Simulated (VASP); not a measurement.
Runs of VASP 6.6.1 on Al. The structure is that of space group P6_3/mmc (No. 194), or close to it. The cells are those of the table. 

```csv
cell,gap on the mesh (eV),pressure (GPa)
"a = 2.812, b = 2.812, c = 4.867 Å, angles 90.0, 90.0, 120.0°, 2 atoms",none,-2.9
"a = 2.756, b = 2.756, c = 5.068 Å, angles 90.0, 90.0, 120.0°, 2 atoms",none,-1.9
"a = 2.869, b = 2.869, c = 4.678 Å, angles 90.0, 90.0, 120.0°, 2 atoms",none,(b)
"a = 2.784, b = 2.784, c = 4.966 Å, angles 90.0, 90.0, 120.0°, 2 atoms",none,(a)
"a = 2.841, b = 2.841, c = 4.771 Å, angles 90.0, 90.0, 120.0°, 2 atoms",none,-3.1
```

Alike in all rows: task single point; level LDA; potentials or basis VASP PAW LDA potentials, release 64 (Al); no spin polarisation; k mesh 14 × 14 × 7; cutoff (eV) 520; smearing fermi-dirac 0.15 eV.

Q: Fill in the values left out.

A: (a) -2.4; (b) -3.2.

A gap of «none» marks levels without a gap at the run's occupations.
